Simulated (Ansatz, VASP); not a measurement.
Two plane-wave programs on P

File POSCAR:

```
P
1.0
    1.6538346590     -5.4984059606      0.0000000000
    1.6538346590      5.4984059606      0.0000000000
    0.0000000000      0.0000000000      4.5468944061
P
4
Direct
    0.0955109276      0.9044890724      0.9118095445
    0.5955109276      0.4044890724      0.5881904555
    0.9044890724      0.0955109276      0.0881904555
    0.4044890724      0.5955109276      0.4118095445
```

Contents of INCAR.step1:

```
ALGO = Normal
EDIFF = 1E-4
ENCUT = 520
GGA = PE
ISMEAR = -1
LASPH = True
LCHARG = False
LREAL = False
LWAVE = True
NBANDS = 18
NELM = 80
PREC = Accurate
SIGMA = 0.05
```

Contents of INCAR.step2:

```
ALGO = Normal
EDIFF = 1E-7
ENCUT = 520
ISIF = 2
ISMEAR = -1
ISTART = 1
LASPH = True
LCHARG = False
LMIXTAU = True
LREAL = False
LWAVE = False
METAGGA = R2SCAN
NBANDS = 18
NELM = 80
PREC = Accurate
SIGMA = 0.05
```

File KPOINTS:

```
k-points
0
Gamma
  5 5 4
```

Input for Ansatz:

```yaml
crystal:
  lattice:
    - [1.653834659, -5.4984059606, 0.0]
    - [1.653834659, 5.4984059606, 0.0]
    - [0.0, 0.0, 4.5468944061]
  atoms:
    - { symbol: P, position: [0.0955109276, 0.9044890724, 0.9118095445] }
    - { symbol: P, position: [0.5955109276, 0.4044890724, 0.5881904555] }
    - { symbol: P, position: [0.9044890724, 0.0955109276, 0.0881904555] }
    - { symbol: P, position: [0.4044890724, 0.5955109276, 0.4118095445] }
hamiltonian:
  xc: r2scan
  pseudopotentials:
    kind: paw
    azcp:
      P: "pseudopotentials/P.paw.azcp"
basis:
  ecutwfc: 500
  fft_grid_basis: typed
kpoints:
  mp_grid: { grid: [5, 5, 4], shift: [0, 0, 0] }
magnetization:
  spin_polarized: false
scf:
  occupations: { method: fermi_dirac, width: 0.05 }
  lower_state_search: "off"
output:
  stress: true
```

Alike in both runs: task single point; functional r2SCAN; k mesh 5 × 5 × 4; occupations fermi-dirac, width 0.05 eV; no spin polarisation.

|  | VASP | Ansatz |
| --- | --- | --- |
| version | VASP 6.6.1 | Ansatz 0.2.0 |
| potentials or method | VASP PAW PBE potentials, release 64 (P), cutoff 520 eV | plane waves (500 eV) with PAW, scalar-relativistic |
| valence electrons in the cell | 20 | 20 |

VASP gave:

| Item | Value |
| --- | --- |
| pressure (GPa) | -0.6 |
| traceless stress, the component that is largest in VASP (GPa) | -0.31 |

Problem. Which values does Ansatz return?

Solution. Pressure (GPa): 0.0; traceless stress, the component that is largest in VASP (GPa): -0.25.

VASP's potentials were made for PBE, not for r2SCAN. The functional is the same, so the differences come from potentials, cutoffs and numerics.
